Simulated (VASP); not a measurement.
# NaCl (Fm-3m) in VASP: notebook

Runs on NaCl. Level: r2SCAN. Tasks: single point.

Program: VASP 6.6.1. These are calculated values, not measurements. Logs are shortened: lines on timing, memory, paths and dates and some standing lists are left out, and cuts for length are marked.

### Step 1. The cell of the first run

The structure is cubic, space group Fm-3m (No. 225). The conventional cell has a = 5.608 Å, b = 5.608 Å, c = 5.608 Å, α = 90.00°, β = 90.00°, γ = 90.00°. Na (site symmetry m-3m) has 6 Cl at 2.80 Å within 3.7 Å. Within 3.7 Å of Cl (site symmetry m-3m) lie 6 Na at 2.80 Å.

### Step 2. Single point, r2SCAN

Input file POSCAR:

```
NaCl
1.0
    0.0000000000      2.8039804130      2.8039804130
    2.8039804130      0.0000000000      2.8039804130
    2.8039804130      2.8039804130      0.0000000000
Na Cl
1 1
Direct
    0.0000000000      0.0000000000      0.0000000000
    0.5000000000      0.5000000000      0.5000000000
```

Input file INCAR.step1:

```
SYSTEM = NaCl
PREC = Accurate ; ENCUT = 520
ISMEAR = 0 ; SIGMA = 0.02
LREAL = .FALSE. ; LASPH = .TRUE.
NELM = 100 ; NBANDS = 14
GGA = PE ; ALGO = Normal
EDIFF = 1E-4 ; LWAVE = .TRUE.
LCHARG = .FALSE.
```

Input file INCAR.step2:

```
SYSTEM = NaCl
PREC = Accurate ; ENCUT = 520
EDIFF = 1E-6 ; ISMEAR = 0
SIGMA = 0.02 ; LREAL = .FALSE.
LASPH = .TRUE. ; NELM = 100
ALGO = Normal ; ISIF = 2
LWAVE = .FALSE. ; LCHARG = .TRUE.
METAGGA = R2SCAN ; LMIXTAU = .TRUE.
LELF = .TRUE. ; LVHAR = .TRUE.
NBANDS = 14 ; ISTART = 1
```

Input file KPOINTS:

```
Automatic mesh
0
G
  8 8 8
  0 0 0
```

Potentials or basis: VASP PAW PBE potentials, release 64 (Na_pv, Cl).

Run with:

```console
$ cat potpaw_PBE.64/Na_pv/POTCAR potpaw_PBE.64/Cl/POTCAR > POTCAR
$ cp INCAR.step1 INCAR
$ mpirun -np 1 vasp_std > vasp.out
$ cp INCAR.step2 INCAR
$ mpirun -np 1 vasp_std > vasp.out
```

OUTCAR:

```text
SYSTEM = NaCl
   PREC = Accurate
   ENCUT = 520
   EDIFF = 1E-6
   ISMEAR = 0
   LREAL = .FALSE.
   LASPH = .TRUE.
   NELM = 100
   ISIF = 2
   METAGGA = R2SCAN
   ISTART = 1

 ion  position               nearest neighbor table
   1  0.000  0.000  0.000-
   2  0.500  0.500  0.500-

  LATTYP: Found a face centered cubic cell.
 ALAT       =     5.6079608260

  Lattice vectors:

 A1 = (   0.0000000000,   2.8039804130,   2.8039804130)
 A2 = (   2.8039804130,   0.0000000000,   2.8039804130)
 A3 = (   2.8039804130,   2.8039804130,   0.0000000000)

Analysis of symmetry for initial positions (statically):
=====================================================================
 Subroutine PRICEL returns:
 Original cell was already a primitive cell.

 Routine SETGRP: Setting up the symmetry group for a
 face centered cubic supercell.

 Subroutine GETGRP returns: Found 48 space group operations
 (whereof 48 operations were pure point group operations)
 out of a pool of 48 trial point group operations.

The static configuration has the point symmetry O_h .

Analysis of symmetry for dynamics (positions and initial velocities):
=====================================================================
 Subroutine PRICEL returns:
 Original cell was already a primitive cell.

 Routine SETGRP: Setting up the symmetry group for a
 face centered cubic supercell.

 Subroutine GETGRP returns: Found 48 space group operations
 (whereof 48 operations were pure point group operations)
 out of a pool of 48 trial point group operations.

The dynamic configuration has the point symmetry O_h .

 Subroutine INISYM returns: Found 48 space group operations
 (whereof 48 operations are pure point group operations),
 and found     1 'primitive' translations

----------------------------------------------------------------------------------------

                                     Primitive cell

  volume of cell :      44.0915

  direct lattice vectors                    reciprocal lattice vectors
     0.000000000  2.803980413  2.803980413    -0.178317936  0.178317936  0.178317936
     2.803980413  0.000000000  2.803980413     0.178317936 -0.178317936  0.178317936
     2.803980413  2.803980413  0.000000000     0.178317936  0.178317936 -0.178317936

  length of vectors
     3.965427129  3.965427129  3.965427129     0.308855725  0.308855725  0.308855725

  position of ions in fractional coordinates (direct lattice)
     0.000000000  0.000000000  0.000000000
     0.500000000  0.500000000  0.500000000

  ion indices of the primitive-cell ions
   primitive index   ion index
                 1           1
                 2           2

----------------------------------------------------------------------------------------

 KPOINTS: Automatic mesh

Automatic generation of k-mesh.
 Grid dimensions read from file:
 generate k-points for:    8    8    8

 Generating k-lattice:

  Cartesian coordinates                     Fractional coordinates (reciprocal lattice)
    -0.022289742  0.022289742  0.022289742     0.125000000  0.000000000  0.000000000
     0.022289742 -0.022289742  0.022289742     0.000000000  0.125000000  0.000000000
     0.022289742  0.022289742 -0.022289742     0.000000000  0.000000000  0.125000000

  Length of vectors
     0.038606966  0.038606966  0.038606966

  Shift w.r.t. Gamma in fractional coordinates (k-lattice)
     0.000000000  0.000000000  0.000000000

 Subroutine IBZKPT returns following result:
 ===========================================

 Found     29 irreducible k-points:

 Following reciprocal coordinates:
            Coordinates               Weight
  0.000000  0.000000  0.000000      1.000000
  0.125000  0.000000  0.000000      8.000000
  0.250000  0.000000  0.000000      8.000000
  0.375000  0.000000  0.000000      8.000000
  0.500000  0.000000  0.000000      4.000000
  0.125000  0.125000  0.000000      6.000000
[... 16 lines left out ...]
  0.500000  0.250000  0.125000     48.000000
 -0.375000  0.250000  0.125000     24.000000
 [... further k-points ...]
   k-points           NKPTS =     29   k-points in BZ     NKDIM =     29   number of bands    NBANDS=     14
   number of dos      NEDOS =    301   number of ions     NIONS =      2
   total plane-waves  NPLWV =  27000
   dimension x,y,z NGX =    30 NGY =   30 NGZ =   30
   dimension x,y,z NGXF=    60 NGYF=   60 NGZF=   60
   ions per type =               1   1
   NGX,Y,Z   is equivalent  to a cutoff of  12.58, 12.58, 12.58 a.u.
   NGXF,Y,Z  is equivalent  to a cutoff of  25.15, 25.15, 25.15 a.u.
 SYSTEM =  NaCl
   PREC   = accura    normal or accurate (medium, high low for compatibility)
   ISTART =      1    job   : 0-new  1-cont  2-samecut
   ICHARG =      0    charge: 1-file 2-atom 10-const
   ISPIN  =      1    spin polarized calculation?
   LNONCOLLINEAR =      F non collinear calculations
   LSORBIT =      F    spin-orbit coupling
   LASPH  =      T    aspherical Exc in radial PAW
   ENCUT  =  520.0 eV  38.22 Ry    6.18 a.u.   7.37  7.37  7.37*2*pi/ulx,y,z
   NELM   =    100;   NELMIN=  2; NELMDL=  0     # of ELM steps
   EDIFF  = 0.1E-05   stopping-criterion for ELM
   LREAL  =      F    real-space projection
   EDIFFG = 0.1E-04   stopping-criterion for IOM
   NSW    =      0    number of steps for IOM
   IBRION =     -1    ionic relax: 0-MD 1-quasi-New 2-CG
   NFREE  =      0    steps in history (QN), initial steepest desc. (CG)
   ISIF   =      2    stress and relaxation
   ISYM   =      2    0-nonsym 1-usesym 2-fastsym
   POTIM  = 0.5000    time-step for ionic-motion
   TEBEG  =    0.0;   TEEND  =   0.0 temperature during run
   PSTRESS=    0.0 pullay stress
   NELECT =      14.0000    total number of electrons
   NUPDOWN=      -1.0000    fix difference up-down
   EMIN   =  10.00;   EMAX   =-10.00  energy-range for DOS
   EFERMI =   0.00;   METHOD = LEGACY
   ISMEAR =     0;   SIGMA  =   0.02  broadening in eV -4-tet -1-fermi 0-gaus
   EFERMI_NEDOS =   21; number of points for ismear=-14 and -15
   IALGO  =     38    algorithm
   IMIX   =      4    mixing-type and parameters
     AMIX     =   0.40;   BMIX     =  1.00
     AMIX_MAG =   1.60;   BMIX_MAG =  1.00
  volume/ion in A,a.u.               =      22.05       148.77
  Fermi-wavevector in a.u.,A,eV,Ry     =   1.116861  2.110562 16.971621  1.247379
  Thomas-Fermi vector in A             =   2.253479
   LORBIT       =      0    0 simple, 1 ext, 2 COOP (PROOUT), +10 PAW based schemes
   METAGGA = R2SCAN    functional components
   LHFCALC =     F    Hartree Fock is set to
   AEXX    =    0.0000 exact exchange contribution
   IVDW    =     0    specifies the selected vdW correction
   LEPSILON=     F    determine dielectric tensor
   LRPA    =     F    only Hartree local field effects (RPA)
 non-spin polarized calculation
 Gauss-broadening in eV      SIGMA  =   0.02
  energy-cutoff  :      520.00
  volume of cell :       44.09
 maximum number of plane-waves:      1243
 NGX is ok and might be reduce to    30
   NGX = 15   NGY = 15   NGZ = 15

 number of electron      14.0000003 magnetization

 Free energy of the ion-electron system (eV)
  ---------------------------------------------------
  ext. energy  EPLUGINS =         0.00000000
  ---------------------------------------------------
  free energy    TOTEN  =       -13.79002906 eV

  energy without entropy =      -13.79002906  energy(sigma->0) =      -13.79002906

 E-fermi :  -0.8521     XC(G=0):  -8.7244

 val. band max:       -1.0652469642   @ k =   0.0000   0.0000   0.0000
 cond. band min:       4.9272607616   @ k =   0.0000   0.0000   0.0000
 fundamental gap:      5.9925077258
 Fermi energy:        -0.8521317092

 k-point     1 :       0.0000    0.0000    0.0000
  band No.  band energies     occupation
      1     -22.5530      2.00000
      2     -22.5527      2.00000
      3     -22.5527      2.00000
      4     -14.3269      2.00000
      5      -1.0652      2.00000
      6      -1.0652      2.00000
      7      -1.0652      2.00000
      8       4.9273      0.00000
      9      10.7113      0.00000
     10      10.7113      0.00000
     11      10.7113      0.00000
     12      12.9820      0.00000
     13      12.9820      0.00000
     14      14.6123      0.00000

 k-point     2 :       0.1250    0.0000    0.0000
  band No.  band energies     occupation
      1     -22.5573      2.00000
      2     -22.5533      2.00000
      3     -22.5530      2.00000
      4     -14.2769      2.00000
      5      -1.4322      2.00000
      6      -1.1097      2.00000
      7      -1.1097      2.00000
      8       5.4234      0.00000
      9      10.1734      0.00000
     10      10.9249      0.00000
     11      10.9250      0.00000
     12      12.7676      0.00000
     13      12.7676      0.00000
     14      15.6373      0.00000

 k-point     3 :       0.2500    0.0000    0.0000
  band No.  band energies     occupation
      1     -22.5683      2.00000
      2     -22.5540      2.00000
      3     -22.5537      2.00000
      4     -14.1527      2.00000
      5      -2.1760      2.00000
      6      -1.2137      2.00000
      7      -1.2137      2.00000
      8       6.3798      0.00000
      9       9.6891      0.00000
     10      11.0986      0.00000
     11      11.0989      0.00000
     12      13.0019      0.00000
     13      13.0020      0.00000
     14      15.7934      0.00000
[... 324 lines left out ...]
 k-point    23 :       0.5000    0.2500    0.1250
  band No.  band energies     occupation
      1     -22.5751      2.00000
      2     -22.5606      2.00000
      3     -22.5561      2.00000
      4     -13.9750      2.00000
      5      -2.6398      2.00000
      6      -1.7817      2.00000
      7      -1.4479      2.00000
      8       7.9231      0.00000
      9       9.3206      0.00000
     10       9.7436      0.00000
     11      11.7744      0.00000
     12      13.5682      0.00000
     13      16.0560      0.00000
     14      16.4424      0.00000

 k-point    24 :      -0.3750    0.2500    0.1250
  band No.  band energies     occupation
      1     -22.5773      2.00000
      2     -22.5610      2.00000
      3     -22.5570      2.00000
      4     -13.9342      2.00000
      5      -2.7633      2.00000
      6      -1.8638      2.00000
      7      -1.5030      2.00000
      8       7.9978      0.00000
      9       9.4675      0.00000
     10      10.0334      0.00000
     11      11.5877      0.00000
     12      14.2167      0.00000
     13      15.6460      0.00000
     14      16.5536      0.00000

 [... further k-points ...]
[... 5 lines left out ...]
  --------------------------------------------------------------------------------------
  -------------------------------------------------------------------------------------
  Total       -0.0523701     -0.0523701     -0.0523701      0.0000000      0.0000000      0.0000000
  in kB       -1.9030007     -1.9030007     -1.9030007      0.0000000      0.0000000      0.0000000
  external PRESSURE =      -1.9030007 kB  Pullay stress =       0.0000000 kB

 VOLUME and BASIS-vectors are now :
 -----------------------------------------------------------------------------
  energy-cutoff  :      520.00
  volume of cell :       44.09
      direct lattice vectors                 reciprocal lattice vectors
     0.000000000  2.803980413  2.803980413    -0.178317936  0.178317936  0.178317936
     2.803980413  0.000000000  2.803980413     0.178317936 -0.178317936  0.178317936
     2.803980413  2.803980413  0.000000000     0.178317936  0.178317936 -0.178317936

 POSITION                                       TOTAL-FORCE (eV/Angst)
 -----------------------------------------------------------------------------------
      0.00000      0.00000      0.00000        -0.000000     -0.000000      0.000000
      2.80398      2.80398      2.80398         0.000000      0.000000     -0.000000
 -----------------------------------------------------------------------------------
    total drift:                               -0.000000      0.000000      0.000000

  FREE ENERGIE OF THE ION-ELECTRON SYSTEM (eV)
  ---------------------------------------------------
  free  energy   TOTEN  =       -13.7900290616 eV

  energy  without entropy=      -13.7900290616  energy(sigma->0) =      -13.79002906
```

Wall time 1.7 min (1 thread of Intel Xeon 6975P-C, shared host); peak memory 0.17 GiB.

What came out:

| Property | Result |
| --- | --- |
| Free energy | -13.7900 eV |
| Pressure | -0.2 GPa |
| Band gap on the k mesh | 5.99 eV, direct |

Levels at points of the mesh, in eV from the valence-band top:
| k point | band 5 | band 6 | band 7 | band 8 | band 9 | band 10 |
| --- | --- | --- | --- | --- | --- | --- |
| (0.00, 0.00, 0.00) | 0.00 | 0.00 | 0.00 | 5.99 | 11.78 | 11.78 |
| (0.50, 0.00, 0.00) | -1.97 | -0.29 | -0.29 | 7.98 | 11.76 | 11.81 |
| (0.50, 0.50, 0.00) | -1.73 | -0.62 | -0.62 | 8.49 | 8.60 | 12.34 |

Caveat: the PAW data sets were made with another functional, which shifts forces and pressure a little.

[end of part 1 of 2]
